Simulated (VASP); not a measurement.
# Si (Im-3m) in VASP: a series of runs

The runs below take Si through single point, with PBE.

Program: VASP 6.6.1. These are calculated values, not measurements. Logs are shortened: lines on timing, memory, paths and dates and some standing lists are left out, and cuts for length are marked.

## Step 1: The cell of the first run

It takes space group Im-3m (No. 229, cubic). Conventional cell: a = 2.362 Å, b = 2.362 Å, c = 2.362 Å, α = 90.00°, β = 90.00°, γ = 90.00°. Within 2.7 Å of Si (site symmetry m-3m) lie 14 Si at 2.05 to 2.36 Å.

## Step 2: Single point, PBE (volume scaled by 0.45)

The input, INCAR:

```
SYSTEM = Si
  ALGO = Normal
  EDIFF = 1E-7
  ENCUT = 520
  GGA = PE
  ISIF = 2
  ISMEAR = -1
  LASPH = .TRUE.
  LCHARG = .TRUE.
  LELF = .TRUE.
  LREAL = .FALSE.
  LVHAR = .TRUE.
  LWAVE = .FALSE.
  NBANDS = 8
  NELM = 60
  PREC = Accurate
  SIGMA = 0.05
```

The input, KPOINTS:

```
k-points
0
G
  17 17 17
  0 0 0
```

The input, POSCAR:

```
Si
1.0
   -1.1810192418      1.1810192418      1.1810192418
    1.1810192418     -1.1810192418      1.1810192418
    1.1810192418      1.1810192418     -1.1810192418
Si
1
Direct
    0.0000000000      0.0000000000      0.0000000000
```

Potentials or basis: VASP PAW PBE potentials, release 64 (Si).

Command:

```
$ cat potpaw_PBE.64/Si/POTCAR > POTCAR
$ mpirun -np 1 vasp_std > vasp.out
```

OUTCAR:

```text
SYSTEM = Si
   EDIFF = 1E-7
   ENCUT = 520
   GGA = PE
   ISIF = 2
   ISMEAR = -1
   LASPH = .TRUE.
   LREAL = .FALSE.
   NELM = 60
   PREC = Accurate

 ion  position               nearest neighbor table
   1  0.000  0.000  0.000-

  LATTYP: Found a body centered cubic cell.
 ALAT       =     2.3620384836

  Lattice vectors:

 A1 = (  -1.1810192418,   1.1810192418,   1.1810192418)
 A2 = (   1.1810192418,  -1.1810192418,   1.1810192418)
 A3 = (   1.1810192418,   1.1810192418,  -1.1810192418)

Analysis of symmetry for initial positions (statically):
=====================================================================
 Subroutine PRICEL returns:
 Original cell was already a primitive cell.

 Routine SETGRP: Setting up the symmetry group for a
 body centered cubic supercell.

 Subroutine GETGRP returns: Found 48 space group operations
 (whereof 48 operations were pure point group operations)
 out of a pool of 48 trial point group operations.

The static configuration has the point symmetry O_h .

Analysis of symmetry for dynamics (positions and initial velocities):
=====================================================================
 Subroutine PRICEL returns:
 Original cell was already a primitive cell.

 Routine SETGRP: Setting up the symmetry group for a
 body centered cubic supercell.

 Subroutine GETGRP returns: Found 48 space group operations
 (whereof 48 operations were pure point group operations)
 out of a pool of 48 trial point group operations.

The dynamic configuration has the point symmetry O_h .

 Subroutine INISYM returns: Found 48 space group operations
 (whereof 48 operations are pure point group operations),
 and found     1 'primitive' translations

----------------------------------------------------------------------------------------

                                     Primitive cell

  volume of cell :       6.5892

  direct lattice vectors                    reciprocal lattice vectors
    -1.181019242  1.181019242  1.181019242     0.000000000  0.423363128  0.423363128
     1.181019242 -1.181019242  1.181019242     0.423363128  0.000000000  0.423363128
     1.181019242  1.181019242 -1.181019242     0.423363128  0.423363128  0.000000000

  length of vectors
     2.045585332  2.045585332  2.045585332     0.598725877  0.598725877  0.598725877

  position of ions in fractional coordinates (direct lattice)
     0.000000000  0.000000000  0.000000000

  ion indices of the primitive-cell ions
   primitive index   ion index
                 1           1

----------------------------------------------------------------------------------------

 KPOINTS: k-points

Automatic generation of k-mesh.
 Grid dimensions read from file:
 generate k-points for:   17   17   17

 Generating k-lattice:

  Cartesian coordinates                     Fractional coordinates (reciprocal lattice)
     0.000000000  0.024903713  0.024903713     0.058823529  0.000000000  0.000000000
     0.024903713  0.000000000  0.024903713     0.000000000  0.058823529  0.000000000
     0.024903713  0.024903713  0.000000000     0.000000000  0.000000000  0.058823529

  Length of vectors
     0.035219169  0.035219169  0.035219169

  Shift w.r.t. Gamma in fractional coordinates (k-lattice)
     0.000000000  0.000000000  0.000000000

 Subroutine IBZKPT returns following result:
 ===========================================

 Found    165 irreducible k-points:

 Following reciprocal coordinates:
            Coordinates               Weight
  0.000000  0.000000  0.000000      1.000000
  0.058824  0.000000  0.000000     12.000000
  0.117647  0.000000  0.000000     12.000000
  0.176471  0.000000  0.000000     12.000000
  0.235294  0.000000  0.000000     12.000000
  0.294118  0.000000  0.000000     12.000000
[... 16 lines left out ...]
  0.411765  0.117647  0.000000     48.000000
  0.176471  0.176471  0.000000     24.000000
 [... further k-points ...]
   k-points           NKPTS =    165   k-points in BZ     NKDIM =    165   number of bands    NBANDS=      8
   number of dos      NEDOS =    301   number of ions     NIONS =      1
   total plane-waves  NPLWV =   4096
   dimension x,y,z NGX =    16 NGY =   16 NGZ =   16
   dimension x,y,z NGXF=    32 NGYF=   32 NGZF=   32
   ions per type =               1
   NGX,Y,Z   is equivalent  to a cutoff of  13.00, 13.00, 13.00 a.u.
   NGXF,Y,Z  is equivalent  to a cutoff of  26.01, 26.01, 26.01 a.u.
 SYSTEM =  Si
   PREC   = accura    normal or accurate (medium, high low for compatibility)
   ISTART =      0    job   : 0-new  1-cont  2-samecut
   ICHARG =      2    charge: 1-file 2-atom 10-const
   ISPIN  =      1    spin polarized calculation?
   LNONCOLLINEAR =      F non collinear calculations
   LSORBIT =      F    spin-orbit coupling
   LASPH  =      T    aspherical Exc in radial PAW
   ENCUT  =  520.0 eV  38.22 Ry    6.18 a.u.   3.80  3.80  3.80*2*pi/ulx,y,z
   NELM   =     60;   NELMIN=  2; NELMDL= -5     # of ELM steps
   EDIFF  = 0.1E-06   stopping-criterion for ELM
   LREAL  =      F    real-space projection
   EDIFFG = 0.1E-05   stopping-criterion for IOM
   NSW    =      0    number of steps for IOM
   IBRION =     -1    ionic relax: 0-MD 1-quasi-New 2-CG
   NFREE  =      0    steps in history (QN), initial steepest desc. (CG)
   ISIF   =      2    stress and relaxation
   ISYM   =      2    0-nonsym 1-usesym 2-fastsym
   POTIM  = 0.5000    time-step for ionic-motion
   TEBEG  =    0.0;   TEEND  =   0.0 temperature during run
   PSTRESS=    0.0 pullay stress
   NELECT =       4.0000    total number of electrons
   NUPDOWN=      -1.0000    fix difference up-down
   EMIN   =  10.00;   EMAX   =-10.00  energy-range for DOS
   EFERMI =   0.00;   METHOD = LEGACY
   ISMEAR =    -1;   SIGMA  =   0.05  broadening in eV -4-tet -1-fermi 0-gaus
   EFERMI_NEDOS =   21; number of points for ismear=-14 and -15
   IALGO  =     38    algorithm
   IMIX   =      4    mixing-type and parameters
     AMIX     =   0.40;   BMIX     =  1.00
     AMIX_MAG =   1.60;   BMIX_MAG =  1.00
  volume/ion in A,a.u.               =       6.59        44.47
  Fermi-wavevector in a.u.,A,eV,Ry     =   1.386174  2.619490 26.143313  1.921479
  Thomas-Fermi vector in A             =   2.510515
   LORBIT       =      0    0 simple, 1 ext, 2 COOP (PROOUT), +10 PAW based schemes
   GGA     = PE    functional components
   LHFCALC =     F    Hartree Fock is set to
   AEXX    =    0.0000 exact exchange contribution
   IVDW    =     0    specifies the selected vdW correction
   LEPSILON=     F    determine dielectric tensor
   LRPA    =     F    only Hartree local field effects (RPA)
 non-spin polarized calculation
  energy-cutoff  :      520.00
  volume of cell :        6.59
 maximum number of plane-waves:       184
   NGX =  7   NGY =  7   NGZ =  7

 number of electron       4.0000000 magnetization

 Free energy of the ion-electron system (eV)
  ---------------------------------------------------
  ext. energy  EPLUGINS =         0.00000000
  ---------------------------------------------------
  free energy    TOTEN  =         0.02202122 eV

  energy without entropy =        0.02446053  energy(sigma->0) =        0.02324088

 E-fermi :  24.1703     XC(G=0): -14.7055

 val. band max:       24.1090305039   @ k =   0.3529   0.1765   0.0588
 cond. band min:      24.1864871736   @ k =  -0.3529   0.4706   0.1765
 fundamental gap:      0.0774566697
 Fermi energy:        24.1703476430

 k-point     1 :       0.0000    0.0000    0.0000
  band No.  band energies     occupation
      1       0.6583      2.00000
      2      41.0192      0.00000
      3      41.0192      0.00000
      4      41.0192      0.00000
      5      46.9208      0.00000
      6      46.9208      0.00000
      7      51.0465      0.00000
      8      51.0465      0.00000

 k-point     2 :       0.0588    0.0000    0.0000
  band No.  band energies     occupation
      1       0.8361      2.00000
      2      39.6929      0.00000
      3      40.2857      0.00000
      4      40.7566      0.00000
      5      45.3525      0.00000
      6      45.8765      0.00000
      7      51.1648      0.00000
      8      51.2530      0.00000

 k-point     3 :       0.1176    0.0000    0.0000
  band No.  band energies     occupation
      1       1.3674      2.00000
      2      36.2301      0.00000
      3      38.6881      0.00000
      4      40.1114      0.00000
      5      44.1515      0.00000
      6      44.4791      0.00000
      7      51.1426      0.00000
      8      51.4878      0.00000

 k-point     4 :       0.1765    0.0000    0.0000
  band No.  band energies     occupation
      1       2.2466      2.00000
      2      32.1778      0.00000
      3      36.9427      0.00000
      4      39.3306      0.00000
      5      42.5441      0.00000
      6      44.1126      0.00000
      7      51.3739      0.00000
      8      51.8729      0.00000

 k-point     5 :       0.2353    0.0000    0.0000
  band No.  band energies     occupation
      1       3.4641      2.00000
      2      28.1771      0.00000
      3      35.3488      0.00000
      4      38.5797      0.00000
      5      41.1866      0.00000
      6      43.6915      0.00000
      7      52.0899      0.00000
      8      52.4023      0.00000
[... 177 lines left out ...]
 k-point    22 :       0.3529    0.1176    0.0000
  band No.  band energies     occupation
      1       9.4535      2.00000
      2      18.0149      2.00000
      3      28.5119      0.00000
      4      35.8516      0.00000
      5      40.7472      0.00000
      6      46.3689      0.00000
      7      51.8169      0.00000
      8      58.3100      0.00000

 k-point    23 :       0.4118    0.1176    0.0000
  band No.  band energies     occupation
      1      11.6265      2.00000
      2      15.3001      2.00000
      3      28.1855      0.00000
      4      35.6152      0.00000
      5      40.5134      0.00000
      6      46.2653      0.00000
      7      52.5272      0.00000
      8      58.4323      0.00000

 k-point    24 :       0.1765    0.1765    0.0000
  band No.  band energies     occupation
      1       5.3457      2.00000
      2      25.9942      0.00000
      3      28.7004      0.00000
      4      36.8591      0.00000
      5      42.6194      0.00000
      6      46.7064      0.00000
      7      52.0243      0.00000
      8      54.0472      0.00000

 [... further k-points ...]
[... 5 lines left out ...]
  --------------------------------------------------------------------------------------
  -------------------------------------------------------------------------------------
  Total       15.9763640     15.9763640     15.9763640      0.0000000     -0.0000000     -0.0000000
  in kB     3884.7011754   3884.7011754   3884.7011754      0.0000000     -0.0000000     -0.0000000
  external PRESSURE =    3884.7011754 kB  Pullay stress =       0.0000000 kB

 VOLUME and BASIS-vectors are now :
 -----------------------------------------------------------------------------
  energy-cutoff  :      520.00
  volume of cell :        6.59
      direct lattice vectors                 reciprocal lattice vectors
    -1.181019242  1.181019242  1.181019242     0.000000000  0.423363128  0.423363128
     1.181019242 -1.181019242  1.181019242     0.423363128  0.000000000  0.423363128
     1.181019242  1.181019242 -1.181019242     0.423363128  0.423363128  0.000000000

 POSITION                                       TOTAL-FORCE (eV/Angst)
 -----------------------------------------------------------------------------------
      0.00000      0.00000      0.00000        -0.000000      0.000000      0.000000
 -----------------------------------------------------------------------------------
    total drift:                               -0.000000      0.000000      0.000000

  FREE ENERGIE OF THE ION-ELECTRON SYSTEM (eV)
  ---------------------------------------------------
  free  energy   TOTEN  =         0.0220212235 eV

  energy  without entropy=        0.0244605304  energy(sigma->0) =        0.02324088
```

Run time: 3.9 s. Hardware: 1 thread of Intel Xeon 6975P-C, shared host; peak memory 0.11 GiB.

Results:

* Free energy: 0.0220 eV
* Pressure: 388.5 GPa
* Band gap on the k mesh: zero (band 2 reaches 41.02 eV, above the bottom of band 3 at 18.04 eV)

## Step 3: Single point, PBE (volume scaled by 0.45)

The input, INCAR:

```
ALGO = Normal
EDIFF = 1E-7
ENCUT = 520
GGA = PE
ISIF = 2
ISMEAR = -1
LASPH = T
LCHARG = F
LREAL = F
LWAVE = F
NBANDS = 8
NELM = 100
PREC = Accurate
SIGMA = 0.05
```

The input, KPOINTS:

```
k-points
0
Gamma
  17 17 17
```

POSCAR is that of step 2.

Potentials or basis: VASP PAW PBE potentials, release 64 (Si).

Command:

```
$ cat potpaw_PBE.64/Si/POTCAR > POTCAR
$ mpirun -np 1 vasp_std > vasp.out
```

OUTCAR:

```text
EDIFF = 1E-7
   ENCUT = 520
   GGA = PE
   ISIF = 2
   ISMEAR = -1
   LASPH = T
   LREAL = F
   NELM = 100
   PREC = Accurate

 ion  position               nearest neighbor table
   1  0.000  0.000  0.000-

  LATTYP: Found a body centered cubic cell.
 ALAT       =     2.3620384836

  Lattice vectors:

 A1 = (  -1.1810192418,   1.1810192418,   1.1810192418)
 A2 = (   1.1810192418,  -1.1810192418,   1.1810192418)
 A3 = (   1.1810192418,   1.1810192418,  -1.1810192418)

[... 432 lines left out ...]
  band No.  band energies     occupation
      1       5.3457      2.00000
      2      25.9942      0.00000
      3      28.7004      0.00000
      4      36.8591      0.00000
      5      42.6194      0.00000
      6      46.7064      0.00000
      7      52.0243      0.00000
      8      54.0472      0.00000

 [... further k-points ...]
[... 5 lines left out ...]
  --------------------------------------------------------------------------------------
  -------------------------------------------------------------------------------------
  Total       15.9763640     15.9763640     15.9763640      0.0000000     -0.0000000     -0.0000000
  in kB     3884.7011754   3884.7011754   3884.7011754      0.0000000     -0.0000000     -0.0000000
  external PRESSURE =    3884.7011754 kB  Pullay stress =       0.0000000 kB

 VOLUME and BASIS-vectors are now :
 -----------------------------------------------------------------------------
  energy-cutoff  :      520.00
  volume of cell :        6.59
      direct lattice vectors                 reciprocal lattice vectors
    -1.181019242  1.181019242  1.181019242     0.000000000  0.423363128  0.423363128
     1.181019242 -1.181019242  1.181019242     0.423363128  0.000000000  0.423363128
     1.181019242  1.181019242 -1.181019242     0.423363128  0.423363128  0.000000000

 POSITION                                       TOTAL-FORCE (eV/Angst)
 -----------------------------------------------------------------------------------
      0.00000      0.00000      0.00000        -0.000000      0.000000      0.000000
 -----------------------------------------------------------------------------------
    total drift:                               -0.000000      0.000000      0.000000

  FREE ENERGIE OF THE ION-ELECTRON SYSTEM (eV)
  ---------------------------------------------------
  free  energy   TOTEN  =         0.0220212235 eV

  energy  without entropy=        0.0244605304  energy(sigma->0) =        0.02324088
```

OSZICAR:

```text
N       E                     dE             d eps       ncg     rms          rms(c)
DAV:   1     0.155432141172E+01    0.15543E+01   -0.23105E+03  3528   0.412E+02
DAV:   2    -0.138756041433E+00   -0.16931E+01   -0.16042E+01  3848   0.305E+01
DAV:   3    -0.142230198828E+00   -0.34742E-02   -0.34694E-02  3056   0.126E+00
DAV:   4    -0.142230773233E+00   -0.57440E-06   -0.57651E-06  4176   0.166E-02
DAV:   5    -0.142230775245E+00   -0.20116E-08   -0.22691E-10  3096   0.618E-05    0.116E+01
DAV:   6    -0.383471827205E-01    0.10388E+00   -0.43447E-03  2816   0.435E-01    0.654E+00
DAV:   7     0.216913339771E-01    0.60039E-01   -0.10425E-02  2984   0.669E-01    0.426E-01
DAV:   8     0.220117589932E-01    0.32043E-03   -0.75420E-05  3832   0.611E-02    0.923E-02
DAV:   9     0.220213978021E-01    0.96388E-05   -0.32808E-06  3064   0.121E-02    0.192E-03
DAV:  10     0.220212593502E-01   -0.13845E-06   -0.13965E-08  3872   0.920E-04    0.561E-04
DAV:  11     0.220212234597E-01   -0.35890E-07   -0.74534E-11  1536   0.689E-05
   1 F= 0.22021223E-01 E0= 0.23240877E-01  d E =-.243931E-02
```

It took 3.3 s on 1 thread of Intel Xeon 6975P-C, shared host; peak memory 0.11 GiB.

What came out:

- Free energy: 0.0220 eV
- Pressure: 388.5 GPa
- Band gap on the k mesh: zero (band 2 reaches 41.02 eV, above the bottom of band 3 at 18.04 eV)

Levels at points of the mesh, in eV from the Fermi level:
| k point | band 1 | band 2 | band 3 | band 4 | band 5 | band 6 |
| --- | --- | --- | --- | --- | --- | --- |
| (0.00, 0.00, 0.00) | -23.51 | 16.85 | 16.85 | 16.85 | 22.75 | 22.75 |

(Continued in part 2 of 2.)
